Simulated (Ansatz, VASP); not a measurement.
Al: VASP beside Ansatz

Contents of INCAR:

```
PREC = Accurate
ENCUT = 500
EDIFF = 1E-7
ISMEAR = 0
SIGMA = 0.1
LREAL = False
LASPH = True
NELM = 120
ALGO = Normal
ISIF = 3
LWAVE = False
LCHARG = False
GGA = PE
IBRION = 2
NSW = 90
EDIFFG = -0.04
GGA_COMPAT = False
NELMIN = 4
```

Contents of KPOINTS:

```
regular mesh
0
Gamma
  6 6 6
```

File POSCAR:

```
Al
1.0
    1.7501021552      1.0104219504      3.2453546216
   -1.7501021552      1.0104219504      3.2453546216
    0.0000000000     -2.0208439008      3.2453546216
Al
2
Direct
    0.2275400000      0.2275400000      0.2275400000
    0.7724600000      0.7724600000      0.7724600000
```

Input for Ansatz:

```yaml
crystal:
  lattice:
    - [1.7501021552, 1.0104219504, 3.2453546216]
    - [-1.7501021552, 1.0104219504, 3.2453546216]
    - [0.0, -2.0208439008, 3.2453546216]
  atoms:
    - { symbol: Al, position: [0.22754, 0.22754, 0.22754] }
    - { symbol: Al, position: [0.77246, 0.77246, 0.77246] }
basis:
  ecutwfc: 420
kpoints:
  mp_grid: { grid: [6, 6, 6] }
hamiltonian:
  xc: pbe
scf:
  occupations: { method: gaussian, width: 0.1 }
  lower_state_search: "off"
output:
  forces: true
  stress: true
  eigenvalues: true
relax:
  adjacent_minimum: "off"
  f_tol: 0.04
  max_steps: 70
  cell: { stress_tol: 0.4 }
```

Alike in both runs: task relaxation of cell and atoms; functional PBE; k mesh 6 × 6 × 6; occupations gaussian, width 0.1 eV; no spin polarisation.

|  | VASP | Ansatz |
| --- | --- | --- |
| version | VASP 6.6.1 | Ansatz 0.2.0 |
| potentials or method | VASP PAW PBE potentials, release 64 (Al), cutoff 500 eV | scalar-relativistic, plane waves, PAW |
| valence electrons in the cell | 6 | 6 |

```csv
,VASP,Ansatz,Ansatz less VASP
"gap on the k mesh at the Fermi level, each at its own relaxed structure (eV)",none,none,-
relaxed volume (Å³/atom),16.45,16.47,+0.018
relaxed cell length with the largest relative difference (Å),4.968,4.974,+0.0064
```

A gap of «none» marks a metal or a gap that the smearing closes.

The k mesh is coarse, so the values compare programs but aren't converged.
